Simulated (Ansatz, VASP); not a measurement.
One calculation of Tl, two programs

Contents of INCAR:

```
SYSTEM = Tl
PREC = Accurate ; ENCUT = 520
EDIFF = 1E-6 ; ISMEAR = 1
SIGMA = 0.15 ; LREAL = .False.
LASPH = .True. ; NELM = 80
ALGO = Normal ; ISIF = 2
LWAVE = .False. ; LCHARG = .False.
GGA = PE ; NBANDS = 20
```

File KPOINTS:

```
Automatic mesh
0
Gamma
  11 11 6
  0 0 0
```

POSCAR

```
Tl
1.0
    3.4559983565      0.0000000000      0.0000000000
   -1.7279991783      2.9929823722      0.0000000000
    0.0000000000      0.0000000000      5.5250000000
Tl
2
Direct
    0.3333333333      0.6666666667      0.2500000000
    0.6666666667      0.3333333333      0.7500000000
```

Input for Ansatz:

```yaml
crystal:
  lattice:
    - [3.4559983565, 0.0, 0.0]
    - [-1.7279991783, 2.9929823722, 0.0]
    - [0.0, 0.0, 5.525]
  atoms:
    - { symbol: Tl, position: [0.3333333333, 0.6666666667, 0.25] }
    - { symbol: Tl, position: [0.6666666667, 0.3333333333, 0.75] }
kpoints:
  mp_grid: { grid: [11, 11, 6] }
scf:
  occupations: { method: cold, width: 0.15 }
hamiltonian:
  xc: pbe
  pseudopotentials: { kind: all_electron, lapw: { basis_error: 0.0005 } }
output:
  forces: true
  stress: true
  eigenvalues: true
```

Alike in both runs: task single point; functional PBE; k mesh 11 × 11 × 6; no spin polarisation.

|  | VASP | Ansatz |
| --- | --- | --- |
| version | VASP 6.6.1 | Ansatz 0.2.0 |
| potentials or method | VASP PAW PBE potentials, release 64 (Tl_d), cutoff 520 eV | all-electron LAPW, scalar-relativistic |
| occupations | methfessel-paxton of order 1, width 0.15 eV | cold, width 0.15 eV |

```tsv
	VASP	Ansatz	Ansatz less VASP
pressure (GPa)	3.1	3.2	+0.08
traceless stress, the component that is largest in VASP (GPa)	0.17	0.11	-0.060
```

Ansatz ran all-electron here, and VASP with PAW potentials.

Neither program's run includes spin-orbit coupling.
